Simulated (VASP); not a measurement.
Runs of VASP 6.6.1 on Ti. The structure is that of space group P6_3/mmc (No. 194), or close to it. The cells are those of the table. 

```tsv
task	cell	cutoff (eV)	gap on the mesh (eV)	pressure (GPa)
single point	a = 2.806, b = 2.806, c = 4.436 Å, angles 90.0, 90.0, 120.0°, 2 atoms	520	none	19.4
relaxation of cell and atoms	relaxed to 60 GPa from a = 2.920, b = 2.920, c = 4.768 Å, angles 90.0, 90.0, 120.0°, 2 atoms	600	none	59.9
relaxation of cell and atoms	relaxed to 20 GPa from a = 2.920, b = 2.920, c = 4.768 Å, angles 90.0, 90.0, 120.0°, 2 atoms	600	none	20.0
single point	a = 2.941, b = 2.941, c = 4.635 Å, angles 90.0, 90.0, 120.0°, 2 atoms	520	none	-0.2
relaxation of cell and atoms	relaxed to 40 GPa from a = 2.920, b = 2.920, c = 4.768 Å, angles 90.0, 90.0, 120.0°, 2 atoms	600	none	40.0
relaxation of cell and atoms	relaxed from a = 2.920, b = 2.920, c = 4.768 Å, angles 90.0, 90.0, 120.0°, 2 atoms	600	none	0.1
single point	a = 2.714, b = 2.714, c = 4.310 Å, angles 90.0, 90.0, 120.0°, 2 atoms	520	none	39.1
single point	a = 2.638, b = 2.638, c = 4.222 Å, angles 90.0, 90.0, 120.0°, 2 atoms	520	none	(a)
```

Alike in all rows: level PBE; potentials or basis VASP PAW PBE potentials, release 64 (Ti_sv); no spin polarisation; k mesh 8 × 8 × 4; smearing fermi-dirac 0.05 eV.

Task: Estimate the missing entries.

Result: (a) 58.9.

Caveats: some runs use coarse meshes; the cell is relaxed towards a set pressure, so the enthalpy falls and the energy may rise (some runs).

A gap of «none» marks levels without a gap at the run's occupations.
